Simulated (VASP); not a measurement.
Write the native input for VASP 6.6.1 that does the following.

| Item | Value |
| --- | --- |
| Task | single point |
| Functional | PBE |
| Potentials or basis | VASP PAW PBE potentials, release 64 (Zr_sv, F, Ga_d) |
| Cutoff | 520 eV |
| k mesh | 7 × 7 × 7 |
| Occupations | fermi-dirac, width 0.1 eV |
| Spin | no spin polarisation |
| Dipole correction | no |
| Further INCAR settings | ALGO = Normal; EDIFF = 1e-06; NBANDS = 41 |

The structure of ZrGaF lies in POSCAR:

```
ZrGaF
1.0
    0.0000000000      3.6999352953     -0.0000001320
    3.6999352953      0.0000000000     -0.0000001320
    1.8499674239      1.8499674239     -6.2737657250
Zr F Ga
2 2 2
Direct
    0.3129246897      0.3129246897      0.3741506206
    0.6870753103      0.6870753103      0.6258493794
    0.5000000000      0.0000000000      0.0000000000
    0.0000000000      0.5000000000      0.0000000000
    0.1129416545      0.1129416545      0.7741166910
    0.8870583455      0.8870583455      0.2258833090
```

These files were run (other wordings do the same):

INCAR

```
SYSTEM = ZrGaF
PREC = Accurate
ENCUT = 520
EDIFF = 1E-6
ISMEAR = -1
SIGMA = 0.1
LREAL = .FALSE.
LASPH = .TRUE.
NELM = 80
ALGO = Normal
ISIF = 2
LWAVE = .FALSE.
LCHARG = .FALSE.
GGA = PE
NBANDS = 41
```

KPOINTS

```
Automatic mesh
0
G
  7 7 7
  0 0 0
```

Potentials or basis: VASP PAW PBE potentials, release 64 (Zr_sv, F, Ga_d).

Command:

```console
$ cat potpaw_PBE.64/Zr_sv/POTCAR potpaw_PBE.64/F/POTCAR potpaw_PBE.64/Ga_d/POTCAR > POTCAR
$ mpirun -np 1 vasp_std > vasp.out
```

It gave:

```yaml
Pressure: 20.2 GPa
Largest_force: 0.014 eV/Å
Band_gap_on_the_k_mesh: zero (bands 32 and 33 overlap by 1.12 eV)
```

Caveat: the cell stands under pressure.

It took 4.2 min on 1 thread of Oxide Virtual Turin-like Processor, with other jobs on the host, peak memory 0.23 GiB.
